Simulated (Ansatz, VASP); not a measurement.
# InSe: VASP beside Ansatz

File INCAR:

```
  ALGO = Normal
  EDIFF = 1E-6
  ENCUT = 520
  GGA = PS
  ISIF = 2
  ISMEAR = -1
  LASPH = True
  LCHARG = False
  LREAL = False
  LWAVE = False
  NBANDS = 27
  NELM = 100
  PREC = Accurate
  SIGMA = 0.02
```

The input KPOINTS:

```
k-points
0
Gamma
  7 7 6
```

Contents of POSCAR:

```
InSe
1.0
    5.8679026766     -2.0550000000      0.0000000000
    5.8679026766      2.0550000000      0.0000000000
   -1.5994156962      0.0000000000      4.3236564064
In Se
2 2
Direct
    0.8840000000      0.8840000000      0.0050000000
    0.1160000000      0.1160000000      0.9950000000
    0.6600000000      0.6600000000      0.6420000000
    0.3400000000      0.3400000000      0.3580000000
```

Input for Ansatz:

```yaml
crystal:
  lattice:
    - [5.8679026766, -2.055, 0.0]
    - [5.8679026766, 2.055, 0.0]
    - [-1.5994156962, 0.0, 4.3236564064]
  atoms:
    - { symbol: In, position: [0.884, 0.884, 0.005] }
    - { symbol: In, position: [0.116, 0.116, 0.995] }
    - { symbol: Se, position: [0.66, 0.66, 0.642] }
    - { symbol: Se, position: [0.34, 0.34, 0.358] }
kpoints:
  mp_grid: { grid: [7, 7, 6] }
  band_path:
    path:
      - [0.0, 0.0, 0.0]
      - [-0.2848576481, 0.2848576481, 0.0]
      - [-0.7151423519, -0.2848576481, 0.0]
      - [-0.5, -0.5, 0.0]
      - [0.0, 0.0, 0.0]
      - [-0.5, -0.5, 0.5]
      - [-0.7459295213, -0.2540704787, 0.5]
      - [-0.2540704787, 0.2540704787, 0.5]
      - [0.0, 0.0, 0.5]
    npoints: 14
scf:
  occupations: { method: fermi_dirac, width: 0.02 }
hamiltonian:
  xc: pbesol
  pseudopotentials: { kind: all_electron, lapw: { basis_error: 0.0005 } }
output:
  forces: true
  stress: true
  eigenvalues: true
  populations: true
  dos: { projected: true, de: 0.2, e_range: [-14, 8] }
```

Alike in both runs: task single point; functional PBEsol; k mesh 7 × 7 × 6; occupations fermi-dirac, width 0.02 eV; no spin polarisation.

|  | VASP | Ansatz |
| --- | --- | --- |
| version | VASP 6.6.1 | Ansatz 0.2.0 |
| potentials or method | VASP PAW PBE potentials, release 64 (In_d, Se), cutoff 520 eV | all-electron LAPW, scalar-relativistic |

```csv
,VASP,Ansatz,Ansatz less VASP
gap on the k mesh at the Fermi level (eV),0.89,0.89,+0.005
pressure (GPa),-0.1,-0.1,-0.08
"traceless stress, the component that is largest in VASP (GPa)",2.20,2.18,-0.021
rms of the force components (eV/Å),0.362,0.362,0.0000
```

VASP's potentials were made for PBE, not for PBEsol. Atom by atom the forces differ by 0.009 eV/Å (rms over components). Ansatz ran all-electron here, and VASP with PAW potentials.
